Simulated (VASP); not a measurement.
Set up this calculation in VASP 6.6.1, as the native input.

```
Task                   : single point
Functional             : PBEsol
Potentials or basis    : VASP PAW PBE potentials, release 64 (Al, Ru_pv)
Cutoff                 : 500 eV
k mesh                 : 12 × 12 × 12
Occupations            : gaussian, width 0.15 eV
Spin                   : no spin polarisation
Dipole correction      : no
Further INCAR settings : ALGO = Normal; EDIFF = 1e-06; NBANDS = 16
```

The structure of AlRu lies in POSCAR:

```
AlRu
1.0
    2.9602890583      0.0226544196     -0.0076664106
    0.0226544196      2.9821326556      0.0197031099
   -0.0076664106      0.0197031099      2.9744166754
Al Ru
1 1
Direct
    0.0559386695      0.0575550326     -0.1286825881
    0.4440613305      0.4424449674      0.6286825881
```

This cell differs from its parent crystal: atoms moved at random and the cell strained at random.

One way to write it, as run:

INCAR

```
SYSTEM = AlRu
ALGO = Normal
EDIFF = 1E-6
ENCUT = 500
GGA = PS
GGA_COMPAT = .False.
ISIF = 2
ISMEAR = 0
LASPH = .True.
LCHARG = .False.
LREAL = .False.
LWAVE = .False.
NBANDS = 16
NELM = 120
PREC = Accurate
SIGMA = 0.15
```

KPOINTS

```
k-points
0
Gamma
  12 12 12
  0 0 0
```

Potentials or basis: VASP PAW PBE potentials, release 64 (Al, Ru_pv).

The run is started by

```bash
$ cat potpaw_PBE.64/Al/POTCAR potpaw_PBE.64/Ru_pv/POTCAR > POTCAR
$ mpirun -np 1 vasp_std > vasp.out
```

Results of the run:

```yaml
Pressure: 75.4 GPa
Largest_force: 18.347 eV/Å
Band_gap_on_the_k_mesh: zero (an odd number of electrons rules out a gap without spin polarisation)
```

Caveat: the cell differs from its parent crystal (atoms moved at random and the cell strained at random); atoms lie so close that the PAW spheres overlap strongly, which falsifies energies and pressures; the stress differs along the axes, from 28 to 101 GPa; the PAW data sets were made with another functional, which shifts forces and pressure a little.

Run time: 2.1 min on 1 thread of Intel(R) Xeon(R) Platinum 8375C CPU @ 2.90GHz (Ice Lake) (shared host), peak memory 0.42 GiB.
